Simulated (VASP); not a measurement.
# Cs (P6_3/mmc) in VASP: a series of runs, part 2 of 2

VASP 6.6.1.

## 3. Relaxation of cell and atoms, PBE, target pressure 3.3 GPa, at which the enthalpy is minimised

This run uses another cell than the first one, of 60.49 Å³/atom.

INCAR reads:

```
ALGO = Normal ; EDIFF = 1E-6
EDIFFG = -0.005 ; ENCUT = 600
GGA = PE ; IBRION = 2
ISIF = 3 ; ISMEAR = -1
LASPH = True ; LCHARG = False
LREAL = False ; LWAVE = False
NELM = 60 ; NSW = 32
PREC = Accurate ; PSTRESS = 33.0
SIGMA = 0.08
```

KPOINTS reads:

```
k-points
0
Gamma
  10 10 6
```

POSCAR reads:

```
Cs
1.0
    4.3989679830      0.0000000000      0.0000000000
   -2.1994839915      3.8096180237      0.0000000000
    0.0000000000      0.0000000000      7.2193748033
Cs
2
Direct
    0.3333333333      0.6666666667      0.2500000000
    0.6666666667      0.3333333333      0.7500000000
```

Potentials or basis: VASP PAW PBE potentials, release 64 (Cs_sv).

Launch:

```sh
$ cat potpaw_PBE.64/Cs_sv/POTCAR > POTCAR
$ mpirun -np 1 vasp_std > vasp.out
```

OUTCAR:

```text
EDIFF = 1E-6
   EDIFFG = -0.005
   ENCUT = 600
   GGA = PE
   IBRION = 2
   ISIF = 3
   ISMEAR = -1
   LASPH = True
   LREAL = False
   NELM = 60
   NSW = 32
   PREC = Accurate
   PSTRESS = 33.0

 ion  position               nearest neighbor table
   1  0.333  0.667  0.250-
   2  0.667  0.333  0.750-

  LATTYP: Found a hexagonal cell.
 ALAT       =     4.3989679830
 C/A-ratio  =     1.6411519318

  Lattice vectors:

 A1 = (   4.3989679830,   0.0000000000,   0.0000000000)
 A2 = (  -2.1994839915,   3.8096180237,   0.0000000000)
 A3 = (   0.0000000000,   0.0000000000,   7.2193748033)

Analysis of symmetry for initial positions (statically):
=====================================================================
 Subroutine PRICEL returns:
 Original cell was already a primitive cell.

 Routine SETGRP: Setting up the symmetry group for a
 hexagonal supercell.

 Subroutine GETGRP returns: Found 24 space group operations
 (whereof 12 operations were pure point group operations)
 out of a pool of 24 trial point group operations.

The static configuration has the point symmetry D_3d.
 The point group associated with its full space group is D_6h.

Analysis of symmetry for dynamics (positions and initial velocities):
=====================================================================
 Subroutine PRICEL returns:
 Original cell was already a primitive cell.

 Routine SETGRP: Setting up the symmetry group for a
 hexagonal supercell.

 Subroutine GETGRP returns: Found 24 space group operations
 (whereof 12 operations were pure point group operations)
 out of a pool of 24 trial point group operations.

The dynamic configuration has the point symmetry D_3d.
 The point group associated with its full space group is D_6h.

 Subroutine INISYM returns: Found 24 space group operations
 (whereof 12 operations are pure point group operations),
 and found     1 'primitive' translations

----------------------------------------------------------------------------------------

                                     Primitive cell

  volume of cell :     120.9851

  direct lattice vectors                    reciprocal lattice vectors
     4.398967983  0.000000000  0.000000000     0.227326046  0.131246754  0.000000000
    -2.199483992  3.809618024  0.000000000     0.000000000  0.262493508  0.000000000
     0.000000000  0.000000000  7.219374803     0.000000000  0.000000000  0.138516150

  length of vectors
     4.398967983  4.398967983  7.219374803     0.262493508  0.262493508  0.138516150

  position of ions in fractional coordinates (direct lattice)
     0.333333333  0.666666667  0.250000000
     0.666666667  0.333333333  0.750000000

  ion indices of the primitive-cell ions
   primitive index   ion index
                 1           1
                 2           2

----------------------------------------------------------------------------------------

 KPOINTS: k-points

Automatic generation of k-mesh.
 Grid dimensions read from file:
 generate k-points for:   10   10    6

[... 21 lines left out ...]
  0.100000  0.000000  0.000000      6.000000
  0.200000  0.000000  0.000000      6.000000
  0.300000  0.000000  0.000000      6.000000
  0.400000 -0.000000  0.000000      6.000000
  0.500000  0.000000  0.000000      3.000000
[... 16 lines left out ...]
  0.300000  0.100000  0.166667     24.000000
  0.400000  0.100000  0.166667     24.000000
 [... further k-points ...]
   k-points           NKPTS =     56   k-points in BZ     NKDIM =     56   number of bands    NBANDS=     13
   number of dos      NEDOS =    301   number of ions     NIONS =      2
   total plane-waves  NPLWV =  77760
   dimension x,y,z NGX =    36 NGY =   36 NGZ =   60
   dimension x,y,z NGXF=    72 NGYF=   72 NGZF=  120
   ions per type =               2
   NGX,Y,Z   is equivalent  to a cutoff of  13.61, 13.61, 13.82 a.u.
   NGXF,Y,Z  is equivalent  to a cutoff of  27.21, 27.21, 27.63 a.u.
 SYSTEM =  unknown system
   PREC   = accura    normal or accurate (medium, high low for compatibility)
   ISTART =      0    job   : 0-new  1-cont  2-samecut
   ICHARG =      2    charge: 1-file 2-atom 10-const
   ISPIN  =      1    spin polarized calculation?
   LNONCOLLINEAR =      F non collinear calculations
   LSORBIT =      F    spin-orbit coupling
   LASPH  =      T    aspherical Exc in radial PAW
   ENCUT  =  600.0 eV  44.10 Ry    6.64 a.u.   8.79  8.79 14.42*2*pi/ulx,y,z
   NELM   =     60;   NELMIN=  2; NELMDL= -5     # of ELM steps
   EDIFF  = 0.1E-05   stopping-criterion for ELM
   LREAL  =      F    real-space projection
   EDIFFG = -.5E-02   stopping-criterion for IOM
   NSW    =     32    number of steps for IOM
   IBRION =      2    ionic relax: 0-MD 1-quasi-New 2-CG
   NFREE  =      1    steps in history (QN), initial steepest desc. (CG)
   ISIF   =      3    stress and relaxation
   ISYM   =      2    0-nonsym 1-usesym 2-fastsym
   POTIM  = 0.5000    time-step for ionic-motion
   TEBEG  =    0.0;   TEEND  =   0.0 temperature during run
   PSTRESS=   33.0 pullay stress
   NELECT =      18.0000    total number of electrons
   NUPDOWN=      -1.0000    fix difference up-down
   EMIN   =  10.00;   EMAX   =-10.00  energy-range for DOS
   EFERMI =   0.00;   METHOD = LEGACY
   ISMEAR =    -1;   SIGMA  =   0.08  broadening in eV -4-tet -1-fermi 0-gaus
   EFERMI_NEDOS =   21; number of points for ismear=-14 and -15
   IALGO  =     38    algorithm
   IMIX   =      4    mixing-type and parameters
     AMIX     =   0.40;   BMIX     =  1.00
     AMIX_MAG =   1.60;   BMIX_MAG =  1.00
  volume/ion in A,a.u.               =      60.49       408.22
  Fermi-wavevector in a.u.,A,eV,Ry     =   0.867471  1.639283 10.238469  0.752506
  Thomas-Fermi vector in A             =   1.986010
   LORBIT       =      0    0 simple, 1 ext, 2 COOP (PROOUT), +10 PAW based schemes
   GGA     = PE    functional components
   LHFCALC =     F    Hartree Fock is set to
   AEXX    =    0.0000 exact exchange contribution
   IVDW    =     0    specifies the selected vdW correction
   LEPSILON=     F    determine dielectric tensor
   LRPA    =     F    only Hartree local field effects (RPA)
 conjugate gradient relaxation of ions
 non-spin polarized calculation
  energy-cutoff  :      600.00
  volume of cell :      120.99
 maximum number of plane-waves:      4096
 NGX is ok and might be reduce to    36

 number of electron      18.0000000 magnetization

 Free energy of the ion-electron system (eV)
  ---------------------------------------------------
  ext. energy  EPLUGINS =         0.00000000
  ---------------------------------------------------
  free energy    TOTEN  =        -0.94831768 eV

  energy without entropy =       -0.88726135  energy(sigma->0) =       -0.91778951

 E-fermi :   2.6600     XC(G=0):  -7.3394

 val. band max:        2.6524111591   @ k =   0.2000   0.0000   0.3333
 cond. band min:       2.6691227925   @ k =   0.4000  -0.0000   0.3333
 fundamental gap:      0.0167116334
 Fermi energy:         2.6600384997

 k-point     1 :       0.0000    0.0000    0.0000
  band No.  band energies     occupation
      1     -21.1150      2.00000
      2     -21.0146      2.00000
      3      -8.4547      2.00000
      4      -7.6138      2.00000
      5      -7.6138      2.00000
      6      -7.5007      2.00000
      7      -7.4990      2.00000
      8      -7.4990      2.00000
      9       0.5012      2.00000
     10       2.3121      1.97450
     11       4.7481      0.00000
     12       5.3081      0.00000
     13       5.3102      0.00000
[... 354 lines left out ...]
  band No.  band energies     occupation
      1     -21.0101      2.00000
      2     -20.9816      2.00000
      3      -8.3711      2.00000
      4      -8.2335      2.00000
      5      -7.9739      2.00000
      6      -7.8469      2.00000
      7      -7.7194      2.00000
      8      -7.6627      2.00000
      9       2.5017      1.75728
     10       2.8926      0.10364
     11       3.3701      0.00028
     12       3.9516      0.00000
     13       4.9440      0.00000

 [... further k-points ...]
[... 5 lines left out ...]
  --------------------------------------------------------------------------------------
  -------------------------------------------------------------------------------------
  Total        2.4831918      2.4831918      2.4956372      0.0000000      0.0000000      0.0000000
  in kB       32.8843320     32.8843320     33.0491436      0.0000000      0.0000000      0.0000000
  external PRESSURE =      -0.0607308 kB  Pullay stress =      33.0000000 kB

 VOLUME and BASIS-vectors are now :
 -----------------------------------------------------------------------------
  energy-cutoff  :      600.00
  volume of cell :      120.99
      direct lattice vectors                 reciprocal lattice vectors
     4.398967983  0.000000000  0.000000000     0.227326046  0.131246754  0.000000000
    -2.199483992  3.809618024  0.000000000     0.000000000  0.262493508  0.000000000
     0.000000000  0.000000000  7.219374803     0.000000000  0.000000000  0.138516150

 POSITION                                       TOTAL-FORCE (eV/Angst)
 -----------------------------------------------------------------------------------
     -0.00000      2.53975      1.80484         0.000000     -0.000000      0.000000
      2.19948      1.26987      5.41453        -0.000000      0.000000     -0.000000
 -----------------------------------------------------------------------------------
    total drift:                               -0.000000      0.000000     -0.000000

  FREE ENERGIE OF THE ION-ELECTRON SYSTEM (eV)
  ---------------------------------------------------
  free  energy   TOTEN  =        -0.9483176766 eV

  energy  without entropy=       -0.8872613457  energy(sigma->0) =       -0.91778951

  enthalpy is  TOTEN    =         1.5436085487 eV   P V=        2.4919262253

 reached required accuracy - stopping structural energy minimisation
```

CONTCAR:

```text
Cs
   1.00000000000000
     4.3989679830000004    0.0000000000000000    0.0000000000000000
    -2.1994839915000002    3.8096180237000001    0.0000000000000000
     0.0000000000000000    0.0000000000000000    7.2193748033000000
  Cs
     2
Direct
     0.3333333332999970    0.6666666667000030    0.2500000000000000
     0.6666666667000030    0.3333333332999970    0.7500000000000000

  0.00000000E+00  0.00000000E+00  0.00000000E+00
  0.00000000E+00  0.00000000E+00  0.00000000E+00
```

Run time: 52 s. Hardware: 1 thread of Intel Xeon Platinum 8259CL at 2.50GHz (Skylake/Cascade Lake), shared host; peak memory 0.3 GiB.

Results:

```yaml
Free_energy: -0.9483 eV
Pressure_after_relaxing: 3.3 GPa
Band_gap_on_the_k_mesh: zero (bands 9 and 10 overlap by 1.57 eV)
```

Final structure:
```cif
data_structure
_symmetry_space_group_name_H-M 'P 1'
_symmetry_Int_Tables_number 1
_cell_length_a 4.3990
_cell_length_b 4.3990
_cell_length_c 7.2194
_cell_angle_alpha 90.000
_cell_angle_beta 90.000
_cell_angle_gamma 120.000
_cell_volume 120.99
loop_
_atom_site_label
_atom_site_type_symbol
_atom_site_fract_x
_atom_site_fract_y
_atom_site_fract_z
_atom_site_occupancy
Cs1 Cs 0.33333 0.66667 0.25000 1
Cs2 Cs 0.66667 0.33333 0.75000 1
```

Caveat: the cell is relaxed towards a set pressure, so the run minimises the enthalpy, not the energy; spin-orbit coupling is left out, which moves the levels of the heavy elements.

## 4. Relaxation of cell and atoms, PBE, target pressure 3.3 GPa, at which the enthalpy is minimised

This run uses another cell than the first one: it holds 4 atoms, not 2.

INCAR reads:

```
  PREC = Accurate
  ENCUT = 600
  EDIFF = 1E-6
  ISMEAR = -1
  SIGMA = 0.08
  LREAL = F
  LASPH = T
  NELM = 100
  ALGO = Normal
  ISIF = 3
  LWAVE = F
  LCHARG = F
  GGA = PE
  IBRION = 2
  NSW = 60
  EDIFFG = -0.005
  PSTRESS = 33.0
```

KPOINTS reads:

```
regular mesh
0
Gamma
  6 6 4
```

POSCAR reads:

```
Cs
1.0
    5.7899281706      0.0000000000      0.0000000000
   -2.8949640853      5.0142248818      0.0000000000
    0.0000000000      0.0000000000      8.2216980022
Cs
4
Direct
    0.0000000000      0.0000000000      0.0000000000
    0.0000000000      0.0000000000      0.5000000000
    0.3333333333      0.6666666667      0.2500000000
    0.6666666667      0.3333333333      0.7500000000
```

Potentials or basis: VASP PAW PBE potentials, release 64 (Cs_sv).

Launch:

```sh
$ cat potpaw_PBE.64/Cs_sv/POTCAR > POTCAR
$ mpirun -np 1 vasp_std > vasp.out
```

OUTCAR:

```text
PREC = Accurate
   ENCUT = 600
   EDIFF = 1E-6
   ISMEAR = -1
   LREAL = F
   LASPH = T
   NELM = 100
   ISIF = 3
   GGA = PE
   IBRION = 2
   NSW = 60
   EDIFFG = -0.005
   PSTRESS = 33.0

 ion  position               nearest neighbor table
   1  0.000  0.000  0.000-
   2  0.000  0.000  0.500-
   3  0.333  0.667  0.250-
   4  0.667  0.333  0.750-

  LATTYP: Found a hexagonal cell.
 ALAT       =     5.7899281706
 C/A-ratio  =     1.4200000000

  Lattice vectors:

 A1 = (   5.7899281706,   0.0000000000,   0.0000000000)
 A2 = (  -2.8949640853,   5.0142248818,   0.0000000000)
[... 183 lines left out ...]
  FORCE on cell =-STRESS in cart. coord.  units (eV):
  Direction    XX          YY          ZZ          XY          YZ          ZX
  --------------------------------------------------------------------------------------
  -------------------------------------------------------------------------------------
  Total        4.1434102      4.1434102      4.6223069      0.0000000     -0.0000000      0.0000000
  in kB       27.8118581     27.8118581     31.0263617      0.0000000     -0.0000000      0.0000000
  external PRESSURE =      -4.1166407 kB  Pullay stress =      33.0000000 kB
[... 1168 lines left out ...]
     21       6.3905      0.00000
     22       6.3905      0.00000

[... ionic steps 4 to 31 ...]

--------------------------------------- Ionic step       32  -------------------------------------------

 number of electron      35.9999989 magnetization

------------------------ aborting loop because EDIFF is reached ----------------------------------------
[... 75 lines left out ...]
--------------------------------------- Ionic step       34  -------------------------------------------

 number of electron      35.9999990 magnetization

 Free energy of the ion-electron system (eV)
  ---------------------------------------------------
  ext. energy  EPLUGINS =         0.00000000
  ---------------------------------------------------
  free energy    TOTEN  =        -1.79093904 eV

  energy without entropy =       -1.64805682  energy(sigma->0) =       -1.71949793

 E-fermi :   2.7348     XC(G=0):  -7.3994

 val. band max:        2.7187226979   @ k =   0.3333   0.1667   0.0000
 cond. band min:       2.7509807879   @ k =   0.5000   0.0000   0.0000
 fundamental gap:      0.0322580900
 Fermi energy:         2.7347841512
[... 558 lines left out ...]
  energy  without entropy=       -1.6480568181  energy(sigma->0) =       -1.71949793

  enthalpy is  TOTEN    =         3.1077378503 eV   P V=        4.8986768946

 reached required accuracy - stopping structural energy minimisation
```

CONTCAR:

```text
Cs
   1.00000000000000
     4.3762068042810736    0.0000000000000000   -0.0000000000000000
    -2.1881034021405368    3.7899062628239530   -0.0000000000000000
    -0.0000000000000000   -0.0000000000000000   14.3399993706263391
  Cs
     4
Direct
     0.0000000000000000    0.0000000000000000    0.0000000000000000
     0.0000000000000000    0.0000000000000000    0.5000000000000000
     0.3333333332999970    0.6666666667000030    0.2500000000000000
     0.6666666667000030    0.3333333332999970    0.7500000000000000

  0.00000000E+00  0.00000000E+00  0.00000000E+00
  0.00000000E+00  0.00000000E+00  0.00000000E+00
  0.00000000E+00  0.00000000E+00  0.00000000E+00
  0.00000000E+00  0.00000000E+00  0.00000000E+00
```

Run time: 46 min. Hardware: 1 thread of Intel Xeon Platinum 8259CL at 2.50GHz (Skylake/Cascade Lake), shared host; peak memory 0.5 GiB.

What came out:

```yaml
Free_energy: -1.7909 eV
Relaxed_volume: 59.46 Å³/atom
Relaxed_cell: a = 4.376 Å, b = 4.376 Å, c = 14.340 Å, α = 90.00°, β = 90.00°, γ = 120.00°
Space_group_after_relaxing_to_0.1_Å: P6_3/mmc (No. 194)
Energy_change_on_relaxing_the_run_minimises_the_enthalpy: -136.4 meV/atom
Ionic_steps: 34
Pressure_after_relaxing: 3.3 GPa
Band_gap_on_the_k_mesh: zero (bands 18 and 19 overlap by 1.49 eV)
```

Step by step:
```
step  energy change (eV)  largest force (eV/Å)  pressure (GPa)  volume (Å³)
   1              0.0000                0.0000            2.89       238.69
   2              0.0953                0.0000            3.03       233.43
   3              0.2530                0.0000            3.27       225.27
   4              0.3056                0.0000            3.35       222.68
   5              0.3019                0.0000            3.35       222.73
   6              0.2930                0.0000            3.34       222.83
   7              0.2814                0.0000            3.32       222.72
   8              0.2698                0.0000            3.28       221.39
   9              0.2796                0.0000            3.43       214.66
  10              0.8577                0.0000            5.72       187.80
  11             24.7534                0.0000           97.96       103.92
  12              0.8988                0.0000            5.79       186.45
  13              3.4302                0.0000           10.69       147.81
  14              0.9772                0.0000            5.88       183.98
  15              1.8016                0.0000            6.73       165.49
  16              1.0882                0.0000            5.99       180.69
  17              1.2283                0.0000            6.05       176.94
  18              1.1632                0.0000            6.01       178.63
  19              1.0216                0.0000            5.88       182.44
  20              0.6095                0.0000            5.31       194.20
  21             -0.1180                0.0000            4.07       219.22
  22             -1.1740                0.0000            2.14       275.51
  23             -0.5410                0.0000            3.30       237.69
  24             -0.5142                0.0000            3.35       236.40
  25             -0.5157                0.0000            3.34       236.45
  26             -0.5195                0.0000            3.32       236.59
  27             -0.5206                0.0000            3.34       236.63
  28             -0.5225                0.0000            3.33       236.71
  29             -0.5220                0.0000            3.34       236.69
  30             -0.5223                0.0000            3.34       236.70
  31             -0.5375                0.0000            3.31       237.44
  32             -0.5414                0.0000            3.31       237.63
  33             -0.5492                0.0000            3.29       238.00
  34             -0.5458                0.0000            3.30       237.83
```

Final structure:
```
Cs
1.0
     4.37621    0.00000    0.00000
    -2.18810    3.78991    0.00000
     0.00000    0.00000   14.34000
Cs
4
Direct
  0.00000 0.00000 0.00000
  0.00000 0.00000 0.50000
  0.33333 0.66667 0.25000
  0.66667 0.33333 0.75000
```

Caveat: the cell is relaxed towards a set pressure, so the run minimises the enthalpy, not the energy; a cell axis changed by over 15 % at a fixed basis, so the end point is rough; spin-orbit coupling is left out, which moves the levels of the heavy elements.

## 5. Overview

| cell | k mesh | gap on the mesh (eV) | pressure (GPa) |
| --- | --- | --- | --- |
| relaxed to 3.3 GPa from a = 4.398, b = 4.398, c = 7.125 Å, angles 90.0, 90.0, 120.0°, 2 atoms, atomic positions A | 10 × 10 × 6 | none | 3.3 |
| relaxed to 3.3 GPa from a = 4.399, b = 4.399, c = 7.219 Å, angles 90.0, 90.0, 120.0°, 2 atoms, atomic positions A | 10 × 10 × 6 | none | 3.3 |
| relaxed to 3.3 GPa from a = 5.790, b = 5.790, c = 8.222 Å, angles 90.0, 90.0, 120.0°, 4 atoms, atomic positions B | 6 × 6 × 4 | none | 3.3 |

Alike in all rows: task relaxation of cell and atoms; level PBE; potentials or basis VASP PAW PBE potentials, release 64 (Cs_sv); no spin polarisation; cutoff (eV) 600; smearing fermi-dirac 0.08 eV.

Caveats: the cell is relaxed towards a set pressure, so the run minimises the enthalpy, not the energy; spin-orbit coupling is left out, which moves the levels of the heavy elements; a cell axis changed by over 15 % at a fixed basis, so the end point is rough (at least some runs).

Total energies depend on the potentials used, so only differences within one code and one set of settings carry meaning.

The gap in the log of VASP goes by the Fermi energy; the results here count the filled bands.